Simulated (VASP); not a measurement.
# Ga (Im-3m) in VASP: a series of runs

Ga is run at these levels: PBE; tasks: relaxation of cell and atoms, single point.

All numbers are computed with VASP 6.6.1; they aren't measurements. Logs are shortened: lines on timing, memory, paths and dates and some standing lists are left out, and cuts for length are marked.

### Step 1. The cell of the first run

Symmetry: Im-3m, No. 229, cubic system. Conventional cell: a = 2.852 Å, b = 2.852 Å, c = 2.852 Å, α = 90.00°, β = 90.00°, γ = 90.00°. Within 3.3 Å of Ga (site symmetry m-3m) lie 14 Ga at 2.47 to 2.85 Å.

This isn't the form of Ga at room conditions, which is orthorhombic.

### Step 2. Relaxation of cell and atoms, PBE, target pressure 82 GPa, at which the enthalpy is minimised

Input file INCAR:

```
ALGO     = Normal         # electronic algorithm
EDIFF    = 1E-6           # SCF threshold, eV
EDIFFG   = -0.005         # ionic threshold
ENCUT    = 600            # plane-wave cutoff, eV
GGA      = PE             # functional
IBRION   = 2              # ionic algorithm
ISIF     = 3              # what is computed and relaxed
ISMEAR   = -1             # smearing method
LASPH    = T              # aspherical terms in the spheres
LCHARG   = F              # write CHGCAR
LREAL    = F              # projectors in reciprocal space
LWAVE    = F              # write WAVECAR
NELM     = 60             # most SCF steps
NSW      = 32             # ionic steps
PREC     = Accurate       # precision mode
PSTRESS  = 820.0        
SIGMA    = 0.05           # smearing width, eV
```

Input file KPOINTS:

```
k-points
0
Gamma
  19 19 19
```

Input file POSCAR:

```
Ga
1.0
   -1.4260003349      1.4260003349      1.4260003349
    1.4260003349     -1.4260003349      1.4260003349
    1.4260003349      1.4260003349     -1.4260003349
Ga
1
Direct
    0.0000000000      0.0000000000      0.0000000000
```

Potentials or basis: VASP PAW PBE potentials, release 64 (Ga_d).

Launch:

```
$ cat potpaw_PBE.64/Ga_d/POTCAR > POTCAR
$ mpirun -np 1 vasp_std > vasp.out
```

OUTCAR:

```text
EDIFF = 1E-6
   EDIFFG = -0.005
   ENCUT = 600
   GGA = PE
   IBRION = 2
   ISIF = 3
   ISMEAR = -1
   LASPH = T
   LREAL = F
   NELM = 60
   NSW = 32
   PREC = Accurate
   PSTRESS = 820.0

 ion  position               nearest neighbor table
   1  0.000  0.000  0.000-

  LATTYP: Found a body centered cubic cell.
 ALAT       =     2.8520006698

  Lattice vectors:

 A1 = (  -1.4260003349,   1.4260003349,   1.4260003349)
 A2 = (   1.4260003349,  -1.4260003349,   1.4260003349)
 A3 = (   1.4260003349,   1.4260003349,  -1.4260003349)

Analysis of symmetry for initial positions (statically):
=====================================================================
 Subroutine PRICEL returns:
 Original cell was already a primitive cell.

 Routine SETGRP: Setting up the symmetry group for a
 body centered cubic supercell.

 Subroutine GETGRP returns: Found 48 space group operations
 (whereof 48 operations were pure point group operations)
 out of a pool of 48 trial point group operations.

The static configuration has the point symmetry O_h .

Analysis of symmetry for dynamics (positions and initial velocities):
=====================================================================
 Subroutine PRICEL returns:
 Original cell was already a primitive cell.

 Routine SETGRP: Setting up the symmetry group for a
 body centered cubic supercell.

 Subroutine GETGRP returns: Found 48 space group operations
 (whereof 48 operations were pure point group operations)
 out of a pool of 48 trial point group operations.

The dynamic configuration has the point symmetry O_h .

 Subroutine INISYM returns: Found 48 space group operations
 (whereof 48 operations are pure point group operations),
 and found     1 'primitive' translations

----------------------------------------------------------------------------------------

                                     Primitive cell

  volume of cell :      11.5990

  direct lattice vectors                    reciprocal lattice vectors
    -1.426000335  1.426000335  1.426000335     0.000000000  0.350631054  0.350631054
     1.426000335 -1.426000335  1.426000335     0.350631054  0.000000000  0.350631054
     1.426000335  1.426000335 -1.426000335     0.350631054  0.350631054  0.000000000

  length of vectors
     2.469905032  2.469905032  2.469905032     0.495867192  0.495867192  0.495867192

  position of ions in fractional coordinates (direct lattice)
     0.000000000  0.000000000  0.000000000

  ion indices of the primitive-cell ions
   primitive index   ion index
                 1           1

----------------------------------------------------------------------------------------

 KPOINTS: k-points

Automatic generation of k-mesh.
 Grid dimensions read from file:
 generate k-points for:   19   19   19

 Generating k-lattice:

  Cartesian coordinates                     Fractional coordinates (reciprocal lattice)
     0.000000000  0.018454266  0.018454266     0.052631579  0.000000000  0.000000000
     0.018454266  0.000000000  0.018454266     0.000000000  0.052631579  0.000000000
     0.018454266  0.018454266  0.000000000     0.000000000  0.000000000  0.052631579

  Length of vectors
     0.026098273  0.026098273  0.026098273

  Shift w.r.t. Gamma in fractional coordinates (k-lattice)
     0.000000000  0.000000000  0.000000000

 Subroutine IBZKPT returns following result:
 ===========================================

 Found    220 irreducible k-points:

 Following reciprocal coordinates:
            Coordinates               Weight
  0.000000  0.000000  0.000000      1.000000
  0.052632  0.000000  0.000000     12.000000
  0.105263  0.000000  0.000000     12.000000
  0.157895  0.000000  0.000000     12.000000
  0.210526  0.000000  0.000000     12.000000
  0.263158  0.000000  0.000000     12.000000
[... 16 lines left out ...]
  0.263158  0.105263  0.000000     48.000000
  0.315789  0.105263  0.000000     48.000000
 [... further k-points ...]
   k-points           NKPTS =    220   k-points in BZ     NKDIM =    220   number of bands    NBANDS=     10
   number of dos      NEDOS =    301   number of ions     NIONS =      1
   total plane-waves  NPLWV =   8000
   dimension x,y,z NGX =    20 NGY =   20 NGZ =   20
   dimension x,y,z NGXF=    40 NGYF=   40 NGZF=   40
   ions per type =               1
   NGX,Y,Z   is equivalent  to a cutoff of  13.46, 13.46, 13.46 a.u.
   NGXF,Y,Z  is equivalent  to a cutoff of  26.92, 26.92, 26.92 a.u.
 SYSTEM =  unknown system
   PREC   = accura    normal or accurate (medium, high low for compatibility)
   ISTART =      0    job   : 0-new  1-cont  2-samecut
   ICHARG =      2    charge: 1-file 2-atom 10-const
   ISPIN  =      1    spin polarized calculation?
   LNONCOLLINEAR =      F non collinear calculations
   LSORBIT =      F    spin-orbit coupling
   LASPH  =      T    aspherical Exc in radial PAW
   ENCUT  =  600.0 eV  44.10 Ry    6.64 a.u.   4.93  4.93  4.93*2*pi/ulx,y,z
   NELM   =     60;   NELMIN=  2; NELMDL= -5     # of ELM steps
   EDIFF  = 0.1E-05   stopping-criterion for ELM
   LREAL  =      F    real-space projection
   EDIFFG = -.5E-02   stopping-criterion for IOM
   NSW    =     32    number of steps for IOM
   IBRION =      2    ionic relax: 0-MD 1-quasi-New 2-CG
   NFREE  =      1    steps in history (QN), initial steepest desc. (CG)
   ISIF   =      3    stress and relaxation
   ISYM   =      2    0-nonsym 1-usesym 2-fastsym
   POTIM  = 0.5000    time-step for ionic-motion
   TEBEG  =    0.0;   TEEND  =   0.0 temperature during run
   PSTRESS=  820.0 pullay stress
   NELECT =      13.0000    total number of electrons
   NUPDOWN=      -1.0000    fix difference up-down
   EMIN   =  10.00;   EMAX   =-10.00  energy-range for DOS
   EFERMI =   0.00;   METHOD = LEGACY
   ISMEAR =    -1;   SIGMA  =   0.05  broadening in eV -4-tet -1-fermi 0-gaus
   EFERMI_NEDOS =   21; number of points for ismear=-14 and -15
   IALGO  =     38    algorithm
   IMIX   =      4    mixing-type and parameters
     AMIX     =   0.40;   BMIX     =  1.00
     AMIX_MAG =   1.60;   BMIX_MAG =  1.00
  volume/ion in A,a.u.               =      11.60        78.27
  Fermi-wavevector in a.u.,A,eV,Ry     =   1.700525  3.213526 39.345122  2.891785
  Thomas-Fermi vector in A             =   2.780644
   LORBIT       =      0    0 simple, 1 ext, 2 COOP (PROOUT), +10 PAW based schemes
   GGA     = PE    functional components
   LHFCALC =     F    Hartree Fock is set to
   AEXX    =    0.0000 exact exchange contribution
   IVDW    =     0    specifies the selected vdW correction
   LEPSILON=     F    determine dielectric tensor
   LRPA    =     F    only Hartree local field effects (RPA)
 conjugate gradient relaxation of ions
 non-spin polarized calculation
  energy-cutoff  :      600.00
  volume of cell :       11.60
 maximum number of plane-waves:       402
   NGX =  9   NGY =  9   NGZ =  9

--------------------------------------- Ionic step        1  -------------------------------------------

 number of electron      13.0000003 magnetization

 Free energy of the ion-electron system (eV)
  ---------------------------------------------------
  ext. energy  EPLUGINS =         0.00000000
  ---------------------------------------------------
  free energy    TOTEN  =        -1.66339742 eV

  energy without entropy =       -1.66094496  energy(sigma->0) =       -1.66217119

------------------------ aborting loop because EDIFF is reached ----------------------------------------

  FORCE on cell =-STRESS in cart. coord.  units (eV):
  Direction    XX          YY          ZZ          XY          YZ          ZX
  --------------------------------------------------------------------------------------
  -------------------------------------------------------------------------------------
  Total        5.9803428      5.9803428      5.9803428     -0.0000000     -0.0000000     -0.0000000
  in kB      826.0717812    826.0717812    826.0717812     -0.0000000     -0.0000000     -0.0000000
  external PRESSURE =       6.0717812 kB  Pullay stress =     820.0000000 kB

 VOLUME and BASIS-vectors are now :
 -----------------------------------------------------------------------------
  energy-cutoff  :      600.00
  volume of cell :       11.60
      direct lattice vectors                 reciprocal lattice vectors
    -1.426000335  1.426000335  1.426000335     0.000000000  0.350631054  0.350631054
     1.426000335 -1.426000335  1.426000335     0.350631054  0.000000000  0.350631054
     1.426000335  1.426000335 -1.426000335     0.350631054  0.350631054  0.000000000
[... 44 lines left out ...]
  FREE ENERGIE OF THE ION-ELECTRON SYSTEM (eV)
  ---------------------------------------------------
  free  energy   TOTEN  =        -1.7009950862 eV

  energy  without entropy=       -1.6985055611  energy(sigma->0) =       -1.69975032

  enthalpy is  TOTEN    =         4.2732370418 eV   P V=        5.9742321279

--------------------------------------- Ionic step        3  -------------------------------------------

 number of electron      13.0000004 magnetization

 Free energy of the ion-electron system (eV)
  ---------------------------------------------------
  ext. energy  EPLUGINS =         0.00000000
  ---------------------------------------------------
  free energy    TOTEN  =        -1.67416826 eV

  energy without entropy =       -1.67170511  energy(sigma->0) =       -1.67293669

 E-fermi :  11.4795     XC(G=0): -13.6804

 val. band max:       11.4656132327   @ k =   0.2632   0.2632   0.0526
 cond. band min:      11.5175160312   @ k =  -0.3684  -0.4737   0.2105
 fundamental gap:      0.0519027985
 Fermi energy:        11.4795024963

 k-point     1 :       0.0000    0.0000    0.0000
  band No.  band energies     occupation
      1      -4.6005      2.00000
      2      -4.6005      2.00000
      3      -4.6005      2.00000
      4      -4.3537      2.00000
      5      -4.0512      2.00000
      6      -4.0512      2.00000
      7      31.3064      0.00000
      8      31.3064      0.00000
      9      31.3064      0.00000
     10      32.2983      0.00000

 k-point     2 :       0.0526    0.0000    0.0000
  band No.  band energies     occupation
      1      -4.6087      2.00000
      2      -4.5996      2.00000
      3      -4.5778      2.00000
      4      -4.2464      2.00000
      5      -4.0581      2.00000
      6      -4.0509      2.00000
      7      29.4262      0.00000
      8      30.3381      0.00000
      9      30.7080      0.00000
     10      31.5506      0.00000
[... 274 lines left out ...]
 k-point    24 :       0.3158    0.1053    0.0000
  band No.  band energies     occupation
      1      -4.8881      2.00000
      2      -4.8094      2.00000
      3      -4.1202      2.00000
      4      -4.0693      2.00000
      5      -3.9064      2.00000
      6       1.4905      2.00000
      7      11.8719      0.00078
      8      19.3868      0.00000
      9      22.8198      0.00000
     10      28.4398      0.00000

 [... further k-points ...]

------------------------ aborting loop because EDIFF is reached ----------------------------------------

  FORCE on cell =-STRESS in cart. coord.  units (eV):
  Direction    XX          YY          ZZ          XY          YZ          ZX
  --------------------------------------------------------------------------------------
  -------------------------------------------------------------------------------------
  Total        5.9497916      5.9497916      5.9497916      0.0000000      0.0000000     -0.0000000
  in kB      820.3682173    820.3682173    820.3682173      0.0000000      0.0000000     -0.0000000
  external PRESSURE =       0.3682173 kB  Pullay stress =     820.0000000 kB

 VOLUME and BASIS-vectors are now :
 -----------------------------------------------------------------------------
  energy-cutoff  :      600.00
  volume of cell :       11.62
      direct lattice vectors                 reciprocal lattice vectors
    -1.426859374  1.426859374  1.426859374     0.000000000  0.350419957  0.350419957
     1.426859374 -1.426859374  1.426859374     0.350419957  0.000000000  0.350419957
     1.426859374  1.426859374 -1.426859374     0.350419957  0.350419957  0.000000000

 POSITION                                       TOTAL-FORCE (eV/Angst)
 -----------------------------------------------------------------------------------
      0.00000      0.00000      0.00000        -0.000000     -0.000000     -0.000000
 -----------------------------------------------------------------------------------
    total drift:                                0.000000     -0.000000      0.000000

  FREE ENERGIE OF THE ION-ELECTRON SYSTEM (eV)
  ---------------------------------------------------
  free  energy   TOTEN  =        -1.6741682615 eV

  energy  without entropy=       -1.6717051097  energy(sigma->0) =       -1.67293669

  enthalpy is  TOTEN    =         4.2729528109 eV   P V=        5.9471210724

 reached required accuracy - stopping structural energy minimisation
```

Wall time 76 s (1 thread of Intel Xeon 8259CL, shared host); peak memory 0.16 GiB.

Results:

| Item | Value |
| --- | --- |
| Free energy | -1.6742 eV |
| Relaxed volume | 11.62 Å³/atom |
| Relaxed cell | a = 2.471 Å, b = 2.471 Å, c = 2.471 Å, α = 109.47°, β = 109.47°, γ = 109.47° |
| Space group after relaxing (to 0.1 Å) | Im-3m (No. 229) |
| Energy change on relaxing (the run minimises the enthalpy) | -10.8 meV/atom |
| Ionic steps | 3 |
| Pressure after relaxing | 82.0 GPa |
| Band gap on the k mesh | zero (an odd number of electrons rules out a gap without spin polarisation) |

Step by step:
```tsv
step	energy change (eV)	largest force (eV/Å)	pressure (GPa)	volume (Å³)
1	0.0000	0.0000	82.61	11.60
2	-0.0376	0.0000	80.19	11.67
3	-0.0108	0.0000	82.04	11.62
```

Final structure:
```
Ga
1.0
    -1.42686    1.42686    1.42686
     1.42686   -1.42686    1.42686
     1.42686    1.42686   -1.42686
Ga
1
Cartesian
  0.0000 0.0000 0.0000
```

Caveat: the cell is relaxed towards a set pressure, so the run minimises the enthalpy, not the energy.

### Step 3. Relaxation of cell and atoms, PBE

This run uses another cell than the first one, of 19.00 Å³/atom.

Input file INCAR:

```
PREC     = Accurate       # precision mode
ENCUT    = 600            # plane-wave cutoff, eV
EDIFF    = 1E-7           # SCF threshold, eV
ISMEAR   = -1             # smearing method
SIGMA    = 0.05           # smearing width, eV
LREAL    = F              # projectors in reciprocal space
LASPH    = T              # aspherical terms in the spheres
NELM     = 60             # most SCF steps
ALGO     = Normal         # electronic algorithm
ISIF     = 3              # what is computed and relaxed
LWAVE    = F              # write WAVECAR
LCHARG   = F              # write CHGCAR
GGA      = PE             # functional
IBRION   = 2              # ionic algorithm
NSW      = 60             # ionic steps
EDIFFG   = -0.005         # ionic threshold
```

Input file KPOINTS:

```
regular mesh
0
Gamma
  19 19 19
```

Input file POSCAR:

```
Ga
1.0
   -1.6809877034      1.6809877034      1.6809877034
    1.6809877034     -1.6809877034      1.6809877034
    1.6809877034      1.6809877034     -1.6809877034
Ga
1
Direct
    0.0000000000      0.0000000000      0.0000000000
```

Potentials or basis: VASP PAW PBE potentials, release 64 (Ga_d).

Launch:

```
$ cat potpaw_PBE.64/Ga_d/POTCAR > POTCAR
$ mpirun -np 1 vasp_std > vasp.out
```

It took 2.3 min on 1 thread of Intel Xeon 8259CL, shared host; peak memory 0.19 GiB.

It converged, with:

| Property | Result |
| --- | --- |
| Free energy | -2.8733 eV |
| Relaxed volume | 19.18 Å³/atom |
| Relaxed cell | a = 2.921 Å, b = 2.921 Å, c = 2.921 Å, α = 109.47°, β = 109.47°, γ = 109.47° |
| Space group after relaxing (to 0.1 Å) | Im-3m (No. 229) |
| Energy gained by relaxing | 0.3 meV/atom |
| Ionic steps | 5 |
| Pressure after relaxing | 0.0 GPa |
| Band gap on the k mesh | zero (an odd number of electrons rules out a gap without spin polarisation) |

Step by step:
```
step  energy change (eV)  largest force (eV/Å)  pressure (GPa)  volume (Å³)
   1              0.0000                0.0000            0.45        19.00
   2             -0.0003                0.0000            0.10        19.15
   3             -0.0003                0.0000           -0.06        19.19
   4             -0.0003                0.0000            0.05        19.17
   5             -0.0003                0.0000            0.00        19.18
```

Final structure:
```yaml
crystal:
  lattice:
    - [-1.68622, 1.68622, 1.68622]
    - [1.68622, -1.68622, 1.68622]
    - [1.68622, 1.68622, -1.68622]
  atoms:
    - { symbol: Ga, position: [0.00000, 0.00000, 0.00000] }
```

Levels at points of the mesh, in eV from the Fermi level:
```tsv
k point	band 4	band 5	band 6	band 7	band 8	band 9
(0.00, 0.00, 0.00)	-14.76	-14.76	-10.93	12.35	12.35	12.35
```

[end of part 1 of 2]
